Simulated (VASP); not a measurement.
SnSe, 2 atoms in the cell. It takes space group Fm-3m (No. 225, cubic). Conventional cell: a = 6.020 Å, b = 6.020 Å, c = 6.020 Å, α = 90.00°, β = 90.00°, γ = 90.00°. Within 4.0 Å of Sn (site symmetry m-3m) lie 6 Se at 3.01 Å. Within 4.0 Å of Se (site symmetry m-3m) lie 6 Sn at 3.01 Å. 

* Program: VASP 6.6.1
* Task: single point
* Functional: PBE-based screened hybrid with 25 % exact exchange
* Potentials or basis: VASP PAW PBE potentials, release 64 (Sn_d, Se)
* Cutoff: 520 eV
* k mesh: 4 × 4 × 4
* Occupations: gaussian, width 0.05 eV
* Spin: no spin polarisation
* Dipole correction: no
* Grid for exact exchange (PRECFOCK): Normal
* Share of exact exchange: 0.25
* Further INCAR settings: ALGO = Normal; EDIFF = 1e-06; NBANDS = 17
* Screening parameter: 0.15 1/Å

Potentials or basis: VASP PAW PBE potentials, release 64 (Sn_d, Se).

The run is started by

```sh
$ cat potpaw_PBE.64/Sn_d/POTCAR potpaw_PBE.64/Se/POTCAR > POTCAR
$ cp INCAR.step1 INCAR
$ mpirun -np 1 vasp_std > vasp.out
$ cp INCAR.step2 INCAR
$ mpirun -np 1 vasp_std > vasp.out
```

Hardware: 1 thread of AMD EPYC 7R43 64-Core Processor (Zen 3), with other jobs on the host.

Estimate the wall time of this run.

Run time: 18 min on 1 thread of AMD EPYC 7R43 64-Core Processor (Zen 3), on a shared host, peak memory 0.25 GiB. Counts: k points 8.
